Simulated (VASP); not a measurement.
AlN:

```
Al N
1.0
     3.12069    0.00000    0.00000
    -1.56034    2.70259    0.00000
     0.00000    0.00000   10.11143
Al N
4 4
Direct
  0.00000 0.00000 0.99875
  0.33333 0.66667 0.24983
  0.00000 0.00000 0.49875
  0.66667 0.33333 0.74983
  0.00000 0.00000 0.18822
  0.33333 0.66667 0.43820
  0.00000 0.00000 0.68822
  0.66667 0.33333 0.93820
```

| Property | Result |
| --- | --- |
| Program | VASP 6.6.1 |
| Task | relaxation of cell and atoms |
| Functional | r2SCAN |
| Potentials or basis | VASP PAW PBE potentials, release 64 (Al, N) |
| Cutoff | 660 eV |
| k mesh | 12 × 12 × 2 |
| Occupations | fermi-dirac, width 0.02 eV |
| Spin | no spin polarisation |

At the start: pressure -5.0 GPa; volume 10.66 Å³/atom.

Problem. How do energy, volume and symmetry change on relaxing?

Solution. Over 5 steps the energy falls by 4.0 meV/atom and the volume is 10.40 Å³/atom (-2.4 %); space group P6_3mc (No. 186, to 0.1 Å) before and after.

The path:
```tsv
step	energy change (eV)	largest force (eV/Å)	pressure (GPa)	volume (Å³)
1	0.0000	0.0102	-4.96	85.28
2	-0.0001	0.0156	5.28	81.27
3	-0.0322	0.0051	-0.08	83.25
4	-0.0322	0.0053	0.02	83.21
5	-0.0322	0.0041	0.02	83.21
```

Final structure:
```xyz
8
Lattice="3.0954 0.0000 0.0000 -1.5477 2.6807 0.0000 0.0000 0.0000 10.0279" Properties=species:S:1:pos:R:3 pbc="T T T"
Al    0.0000    0.0000   10.0153
Al    0.0000    1.7871    2.5056
Al    0.0000    0.0000    5.0013
Al    1.5477    0.8936    7.5195
N     0.0000    0.0000    1.8871
N     0.0000    1.7871    4.3944
N     0.0000    0.0000    6.9011
N     1.5477    0.8936    9.4084
```

Caveat: the PAW data sets were made with another functional, which shifts forces and pressure a little.
